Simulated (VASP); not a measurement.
Here is a VASP 6.6.1 calculation.

Contents of INCAR:

```
ALGO = Normal
EDIFF = 1E-7
EDIFFG = -0.01
ENCUT = 500
GGA = PE
GGA_COMPAT = False
IBRION = 2
ISIF = 3
ISMEAR = 0
LASPH = True
LCHARG = False
LMAXMIX = 6
LREAL = False
LWAVE = False
NELM = 200
NELMIN = 4
NSW = 100
PREC = Accurate
SIGMA = 0.1
```

Contents of KPOINTS:

```
k-points
0
Gamma
  8 8 8
```

The input POSCAR:

```
Ho4S
1.0
   -2.6568849855      2.6568849855      5.0519851971
    2.6568849855     -2.6568849855      5.0519851971
    2.6568849855      2.6568849855     -5.0519851971
Ho S
4 1
Direct
    0.2597612951      0.2597612951      0.0000000000
    0.7402387049      0.7402387049      0.0000000000
    0.5000000000      0.0000000000      0.5000000000
    0.0000000000      0.5000000000      0.5000000000
    0.0000000000      0.0000000000      0.0000000000
```

Potentials or basis: VASP PAW PBE potentials, release 64 (Ho_3, S), 4f in core.

Command:

```console
$ cat potpaw_PBE.64/Ho_3/POTCAR potpaw_PBE.64/S/POTCAR > POTCAR
$ mpirun -np 1 vasp_std > vasp.out
```

(1) Predict the band gap on the k mesh.

(2) Estimate the relaxed volume.

(3) What does it give for the relaxed cell?

Results:

(1) zero (bands 21 and 22 overlap by 0.79 eV).

(2) 28.87 Å³/atom.

(3) a = 6.342 Å, b = 6.342 Å, c = 6.342 Å, α = 130.44°, β = 130.44°, γ = 72.71°.

Caveat: spin-orbit coupling is left out, which moves the levels of the heavy elements; the 4f electrons are frozen in the core, so they carry no moment and show no levels; the run has no spin polarisation, though such a crystal can be magnetic.
